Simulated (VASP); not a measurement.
Ni3Hg, 4 atoms in the cell. It takes space group Pm-3m (No. 221, cubic). The conventional cell has a = 3.778 Å, b = 3.778 Å, c = 3.778 Å, α = 90.00°, β = 90.00°, γ = 90.00°. Within 3.5 Å of Ni (site symmetry 4/mmm) lie 8 Ni at 2.67 Å and 4 Hg at 2.67 Å. Within 3.5 Å of Hg (site symmetry m-3m) lie 12 Ni at 2.67 Å. 

* Program: VASP 6.6.1
* Task: single point
* Functional: PBEsol
* Potentials or basis: VASP PAW PBE potentials, release 64 (Ni, Hg)
* Cutoff: 520 eV
* k mesh: 6 × 6 × 6
* Occupations: fermi-dirac, width 0.1 eV
* Spin: collinear spin, ferromagnetic start
* Starting moments: [1.5, 1.5, 1.5, 0.0] μB
* Dipole correction: no
* Further INCAR settings: ALGO = Normal; EDIFF = 1e-06; NBANDS = 33

Potentials or basis: VASP PAW PBE potentials, release 64 (Ni, Hg).

Run with:

```console
$ cat potpaw_PBE.64/Ni/POTCAR potpaw_PBE.64/Hg/POTCAR > POTCAR
$ mpirun -np 1 vasp_std > vasp.out
```

Hardware: 1 thread of Intel(R) Xeon(R) Platinum 8488C (Sapphire Rapids), on a shared host.

**Question.** Estimate the wall time of this run.

**Answer.** Wall time 36 s on 1 thread of Intel(R) Xeon(R) Platinum 8488C (Sapphire Rapids), with other jobs on the host, peak memory 0.2 GiB. Counts: scf iterations 15, k points 20.
